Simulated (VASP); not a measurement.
# SrMgTa3Sb (P2/m) in VASP: single point with PBE

Aim: the single point of SrMgTa3Sb with PBE.

All numbers are computed with VASP 6.6.1; they aren't measurements. Logs are shortened: lines on timing, memory, paths and dates and some standing lists are left out, and cuts for length are marked.

### 1 The cell of the first run

The structure is monoclinic, space group P2/m (No. 10). The conventional cell has a = 5.750 Å, b = 4.674 Å, c = 6.019 Å, α = 90.00°, β = 115.66°, γ = 90.00°. Sr (site symmetry 2/m) has 10 Ta at 3.42 to 3.91 Å and 4 Mg at 3.70 Å and 4 Sb at 3.81 Å and 2 Sr at 4.67 Å within 4.7 Å. Mg (site symmetry 2/m) has 6 Ta at 3.01 to 3.09 Å and 2 Sb at 3.14 Å and 4 Sr at 3.70 Å within 4.0 Å. Within 3.6 Å of Ta (site symmetry m) lie 4 Ta at 2.74 to 3.53 Å and 2 Sb at 2.93 Å and 2 Mg at 3.09 Å and 3 Sr at 3.42 to 3.56 Å. Within 3.6 Å of Ta (site symmetry 2/m) lie 4 Ta at 2.74 Å and 2 Sb at 2.87 Å and 2 Mg at 3.01 Å. Sb (site symmetry 2/m) has 6 Ta at 2.87 to 2.93 Å and 2 Mg at 3.14 Å and 4 Sr at 3.81 Å within 3.9 Å.

### 2 Single point, PBE

Input file INCAR:

```
SYSTEM = SrMgTa3Sb
PREC = Accurate
ENCUT = 520
EDIFF = 1E-7
ISMEAR = 0
SIGMA = 0.1
LREAL = .FALSE.
LASPH = .TRUE.
NELM = 100
ALGO = Fast
ISIF = 2
LWAVE = .FALSE.
LCHARG = .FALSE.
GGA = PE
NBANDS = 34
```

Input file KPOINTS:

```
Automatic mesh
0
G
  6 8 6
  0 0 0
```

Input file POSCAR:

```
SrMgTa3Sb
1.0
    5.7496049548      0.0000000000     -0.0135630591
    0.0000000000      4.6743524310      0.0000000000
   -2.5932603478      0.0000000000      5.4315834826
Sr Mg Ta Sb
1 1 3 1
Direct
    0.0000000000      0.0000000000      0.5000000000
    0.5000000000      0.5000000000      0.5000000000
    0.3405303919      0.0000000000      0.1278255288
    0.6594696081      0.0000000000      0.8721744712
    0.5000000000      0.5000000000      0.0000000000
    0.0000000000      0.5000000000      0.0000000000
```

Potentials or basis: VASP PAW PBE potentials, release 64 (Sr_sv, Mg, Ta_pv, Sb).

On the command line:

```bash
cat potpaw_PBE.64/Sr_sv/POTCAR potpaw_PBE.64/Mg/POTCAR potpaw_PBE.64/Ta_pv/POTCAR potpaw_PBE.64/Sb/POTCAR > POTCAR
mpirun -np 1 vasp_std > vasp.out
```

OUTCAR:

```text
SYSTEM = SrMgTa3Sb
   PREC = Accurate
   ENCUT = 520
   EDIFF = 1E-7
   ISMEAR = 0
   LREAL = .FALSE.
   LASPH = .TRUE.
   NELM = 100
   ISIF = 2
   GGA = PE

 ion  position               nearest neighbor table
   1  0.000  0.000  0.500-   3 3.42   4 3.42   4 3.47   3 3.47   3 3.56   4 3.56   2 3.70   2 3.70
                             2 3.70   2 3.70   6 3.81   6 3.81   6 3.81   6 3.81   5 3.91   5 3.91
   2  0.500  0.500  0.500-   5 3.01   5 3.01   3 3.09   4 3.09   3 3.09   4 3.09   6 3.14   6 3.14
                             1 3.70   1 3.70   1 3.70   1 3.70
   3  0.341  0.000  0.128-   5 2.74   5 2.74   4 2.86   6 2.93   6 2.93   2 3.09   2 3.09   1 3.42
                             1 3.47   4 3.53   1 3.56
   4  0.659  0.000  0.872-   5 2.74   5 2.74   3 2.86   6 2.93   6 2.93   2 3.09   2 3.09   1 3.42
                             1 3.47   3 3.53   1 3.56
   5  0.500  0.500  0.000-   3 2.74   4 2.74   3 2.74   4 2.74   6 2.87   6 2.87   2 3.01   2 3.01
                             1 3.91   1 3.91   1 3.91   1 3.91
   6  0.000  0.500  0.000-   5 2.87   5 2.87   3 2.93   3 2.93   4 2.93   4 2.93   2 3.14   2 3.14
                             1 3.81   1 3.81   1 3.81   1 3.81

  LATTYP: Found a simple monoclinic cell.
 ALAT       =     5.7496209521
 B/A-ratio  =     0.8129844506
 C/A-ratio  =     1.0468333759
 COS(beta)  =    -0.4329807896

  Lattice vectors:

 A1 = (   5.7496049548,   0.0000000000,  -0.0135630591)
 A2 = (   0.0000000000,   4.6743524310,   0.0000000000)
 A3 = (  -2.5932603478,   0.0000000000,   5.4315834826)

Analysis of symmetry for initial positions (statically):
=====================================================================
 Subroutine PRICEL returns:
 Original cell was already a primitive cell.

 Routine SETGRP: Setting up the symmetry group for a
 simple monoclinic supercell.

 Subroutine GETGRP returns: Found  4 space group operations
 (whereof  4 operations were pure point group operations)
 out of a pool of  4 trial point group operations.

The static configuration has the point symmetry C_2h.

Analysis of symmetry for dynamics (positions and initial velocities):
=====================================================================
 Subroutine PRICEL returns:
 Original cell was already a primitive cell.

 Routine SETGRP: Setting up the symmetry group for a
 simple monoclinic supercell.

 Subroutine GETGRP returns: Found  4 space group operations
 (whereof  4 operations were pure point group operations)
 out of a pool of  4 trial point group operations.

The dynamic configuration has the point symmetry C_2h.

 Subroutine INISYM returns: Found  4 space group operations
 (whereof  4 operations are pure point group operations),
 and found     1 'primitive' translations

----------------------------------------------------------------------------------------

                                     Primitive cell

  volume of cell :     145.8131

  direct lattice vectors                    reciprocal lattice vectors
     5.749604955  0.000000000 -0.013563059     0.174121099  0.000000000  0.083132542
     0.000000000  4.674352431  0.000000000     0.000000000  0.213933377  0.000000000
    -2.593260348  0.000000000  5.431583483     0.000434793  0.000000000  0.184315961

  length of vectors
     5.749620952  4.674352431  6.018895111     0.192948637  0.213933377  0.184316474

  position of ions in fractional coordinates (direct lattice)
     0.000000000  0.000000000  0.500000000
     0.500000000  0.500000000  0.500000000
     0.340530392  0.000000000  0.127825529
     0.659469608  0.000000000  0.872174471
     0.500000000  0.500000000  1.000000000
     0.000000000  0.500000000  0.000000000

  ion indices of the primitive-cell ions
   primitive index   ion index
                 1           1
                 2           2
                 3           3
                 4           4
                 5           5
                 6           6

----------------------------------------------------------------------------------------

 KPOINTS: Automatic mesh

Automatic generation of k-mesh.
 Grid dimensions read from file:
 generate k-points for:    6    8    6

 Generating k-lattice:

  Cartesian coordinates                     Fractional coordinates (reciprocal lattice)
     0.029020183  0.000000000  0.013855424     0.166666667  0.000000000  0.000000000
     0.000000000  0.026741672  0.000000000     0.000000000  0.125000000  0.000000000
     0.000072466  0.000000000  0.030719327     0.000000000  0.000000000  0.166666667

  Length of vectors
     0.032158106  0.026741672  0.030719412

  Shift w.r.t. Gamma in fractional coordinates (k-lattice)
     0.000000000  0.000000000  0.000000000

 Subroutine IBZKPT returns following result:
 ===========================================

 Found    100 irreducible k-points:

 Following reciprocal coordinates:
            Coordinates               Weight
  0.000000  0.000000  0.000000      1.000000
  0.166667  0.000000 -0.000000      2.000000
  0.333333  0.000000 -0.000000      2.000000
  0.500000  0.000000  0.000000      1.000000
  0.000000  0.125000  0.000000      2.000000
  0.166667  0.125000 -0.000000      4.000000
[... 16 lines left out ...]
  0.333333  0.000000  0.166667      2.000000
  0.500000  0.000000  0.166667      2.000000
 [... further k-points ...]
   k-points           NKPTS =    100   k-points in BZ     NKDIM =    100   number of bands    NBANDS=     34
   number of dos      NEDOS =    301   number of ions     NIONS =      6
   total plane-waves  NPLWV =  82944
   dimension x,y,z NGX =    48 NGY =   36 NGZ =   48
   dimension x,y,z NGXF=    96 NGYF=   72 NGZF=   96
   ions per type =               1   1   3   1
   NGX,Y,Z   is equivalent  to a cutoff of  13.88, 12.80, 13.26 a.u.
   NGXF,Y,Z  is equivalent  to a cutoff of  27.76, 25.61, 26.52 a.u.
 SYSTEM =  SrMgTa3Sb
   PREC   = accura    normal or accurate (medium, high low for compatibility)
   ISTART =      0    job   : 0-new  1-cont  2-samecut
   ICHARG =      2    charge: 1-file 2-atom 10-const
   ISPIN  =      1    spin polarized calculation?
   LNONCOLLINEAR =      F non collinear calculations
   LSORBIT =      F    spin-orbit coupling
   LASPH  =      T    aspherical Exc in radial PAW
   ENCUT  =  520.0 eV  38.22 Ry    6.18 a.u.  10.69  8.69 11.19*2*pi/ulx,y,z
   NELM   =    100;   NELMIN=  2; NELMDL= -5     # of ELM steps
   EDIFF  = 0.1E-06   stopping-criterion for ELM
   LREAL  =      F    real-space projection
   EDIFFG = 0.1E-05   stopping-criterion for IOM
   NSW    =      0    number of steps for IOM
   IBRION =     -1    ionic relax: 0-MD 1-quasi-New 2-CG
   NFREE  =      0    steps in history (QN), initial steepest desc. (CG)
   ISIF   =      2    stress and relaxation
   ISYM   =      2    0-nonsym 1-usesym 2-fastsym
   POTIM  = 0.5000    time-step for ionic-motion
   TEBEG  =    0.0;   TEEND  =   0.0 temperature during run
   PSTRESS=    0.0 pullay stress
   NELECT =      50.0000    total number of electrons
   NUPDOWN=      -1.0000    fix difference up-down
   EMIN   =  10.00;   EMAX   =-10.00  energy-range for DOS
   EFERMI =   0.00;   METHOD = LEGACY
   ISMEAR =     0;   SIGMA  =   0.10  broadening in eV -4-tet -1-fermi 0-gaus
   EFERMI_NEDOS =   21; number of points for ismear=-14 and -15
   IALGO  =     68    algorithm
   IMIX   =      4    mixing-type and parameters
     AMIX     =   0.40;   BMIX     =  1.00
     AMIX_MAG =   1.60;   BMIX_MAG =  1.00
  volume/ion in A,a.u.               =      24.30       164.00
  Fermi-wavevector in a.u.,A,eV,Ry     =   1.145863  2.165367 17.864474  1.313002
  Thomas-Fermi vector in A             =   2.282550
   LORBIT       =      0    0 simple, 1 ext, 2 COOP (PROOUT), +10 PAW based schemes
   GGA     = PE    functional components
   LHFCALC =     F    Hartree Fock is set to
   AEXX    =    0.0000 exact exchange contribution
   IVDW    =     0    specifies the selected vdW correction
   LEPSILON=     F    determine dielectric tensor
   LRPA    =     F    only Hartree local field effects (RPA)
 non-spin polarized calculation
 RMM-DIIS sequential band-by-band and
 Gauss-broadening in eV      SIGMA  =   0.10
  energy-cutoff  :      520.00
  volume of cell :      145.81
 maximum number of plane-waves:      3954
 NGX is ok and might be reduce to    48
   NGX = 21   NGY = 17   NGZ = 23

 number of electron      50.0000003 magnetization

 Free energy of the ion-electron system (eV)
  ---------------------------------------------------
  ext. energy  EPLUGINS =         0.00000000
  ---------------------------------------------------
  free energy    TOTEN  =       -41.27001215 eV

  energy without entropy =      -41.25324232  energy(sigma->0) =      -41.26162724

 E-fermi :   4.7466     XC(G=0): -10.2749

 val. band max:        4.7440818610   @ k =  -0.3333   0.5000   0.1667
 cond. band min:       4.7530220493   @ k =   0.5000   0.0000   0.0000
 fundamental gap:      0.0089401884
 Fermi energy:         4.7465920046

 k-point     1 :       0.0000    0.0000    0.0000
  band No.  band energies     occupation
      1     -30.4525      2.00000
      2     -29.9940      2.00000
      3     -29.8040      2.00000
      4     -29.7603      2.00000
      5     -29.7006      2.00000
      6     -29.6141      2.00000
[... 26 lines left out ...]
     33       7.6610      0.00000
     34       8.0464      0.00000

 k-point     2 :       0.1667    0.0000   -0.0000
  band No.  band energies     occupation
      1     -30.4538      2.00000
      2     -29.9925      2.00000
      3     -29.8016      2.00000
      4     -29.7591      2.00000
      5     -29.6995      2.00000
      6     -29.6161      2.00000
[... 26 lines left out ...]
     33       7.7199      0.00000
     34       7.9660      0.00000
[... 775 lines left out ...]
     33       7.5714      0.00000
     34       7.8032      0.00000

 k-point    24 :       0.5000    0.0000    0.1667
  band No.  band energies     occupation
      1     -30.4574      2.00000
      2     -29.9878      2.00000
      3     -29.7890      2.00000
      4     -29.7650      2.00000
      5     -29.6905      2.00000
      6     -29.6223      2.00000
[... 26 lines left out ...]
     33       7.5649      0.00000
     34       7.8162      0.00000

 [... further k-points ...]

------------------------ aborting loop because EDIFF is reached ----------------------------------------

  FORCE on cell =-STRESS in cart. coord.  units (eV):
  Direction    XX          YY          ZZ          XY          YZ          ZX
  --------------------------------------------------------------------------------------
  -------------------------------------------------------------------------------------
  Total        0.0688065      0.0487475      0.0414994      0.0000000      0.0000000      0.0181482
  in kB        0.7560379      0.5356322      0.4559904      0.0000000      0.0000000      0.1994108
  external PRESSURE =       0.5825535 kB  Pullay stress =       0.0000000 kB

 VOLUME and BASIS-vectors are now :
 -----------------------------------------------------------------------------
  energy-cutoff  :      520.00
  volume of cell :      145.81
      direct lattice vectors                 reciprocal lattice vectors
     5.749604955  0.000000000 -0.013563059     0.174121099  0.000000000  0.083132542
     0.000000000  4.674352431  0.000000000     0.000000000  0.213933377  0.000000000
    -2.593260348  0.000000000  5.431583483     0.000434793  0.000000000  0.184315961

 POSITION                                       TOTAL-FORCE (eV/Angst)
 -----------------------------------------------------------------------------------
     -1.29663      0.00000      2.71579         0.000000      0.000000      0.000000
      1.57817      2.33718      2.70901         0.000000      0.000000      0.000000
      1.62643      0.00000      0.68968         0.004353      0.000000      0.003503
      1.52991      0.00000      4.72834        -0.004353      0.000000     -0.003503
      2.87480      2.33718     -0.00678         0.000000      0.000000      0.000000
      0.00000      2.33718      0.00000         0.000000      0.000000      0.000000
 -----------------------------------------------------------------------------------
    total drift:                                0.000000      0.000000      0.000000

  FREE ENERGIE OF THE ION-ELECTRON SYSTEM (eV)
  ---------------------------------------------------
  free  energy   TOTEN  =       -41.2700121500 eV

  energy  without entropy=      -41.2532423230  energy(sigma->0) =      -41.26162724
```

Wall time 12 min (1 thread of Intel Xeon Platinum 8259CL at 2.50GHz (Skylake/Cascade Lake), shared host); peak memory 0.66 GiB.

Results:

```yaml
Free_energy: -41.2700 eV
Pressure: 0.1 GPa
Largest_force: 0.006 eV/Å
Band_gap_on_the_k_mesh: zero (bands 25 and 26 overlap by 0.55 eV)
```

Forces on the atoms (eV/Å):
```
Sr   0.000  0.000  0.000
Mg   0.000  0.000  0.000
Ta   0.004  0.000  0.004
Ta  -0.004  0.000 -0.004
Ta   0.000  0.000  0.000
Sb   0.000  0.000  0.000
```

Levels at points of the mesh, in eV from the Fermi level:
| k point | band 22 | band 23 | band 24 | band 25 | band 26 | band 27 | band 28 | band 29 |
| --- | --- | --- | --- | --- | --- | --- | --- | --- |
| (0.00, 0.00, 0.00) | -0.83 | -0.81 | -0.59 | -0.40 | 0.07 | 0.31 | 0.78 | 1.14 |
| (0.50, 0.00, 0.00) | -0.88 | -0.53 | -0.34 | -0.02 | 0.01 | 0.14 | 0.46 | 0.89 |
| (0.00, 0.50, 0.00) | -1.64 | -0.60 | -0.35 | -0.19 | 0.02 | 0.07 | 1.06 | 1.35 |
| (0.50, 0.50, 0.00) | -0.95 | -0.84 | -0.80 | 0.23 | 0.52 | 0.80 | 0.89 | 1.00 |
| (0.00, 0.00, 0.50) | -1.04 | -0.79 | -0.50 | -0.24 | -0.19 | 0.84 | 1.07 | 1.10 |
| (0.50, 0.00, 0.50) | -1.24 | -0.64 | -0.51 | -0.48 | 0.24 | 0.55 | 0.82 | 1.80 |
| (0.00, 0.50, 0.50) | -1.42 | -0.97 | -0.31 | -0.18 | -0.12 | 0.03 | 0.82 | 1.07 |
| (0.50, 0.50, 0.50) | -1.63 | -1.39 | -1.18 | -1.11 | 0.10 | 1.51 | 1.62 | 1.80 |

Caveat: spin-orbit coupling is left out, which moves the levels of the heavy elements.
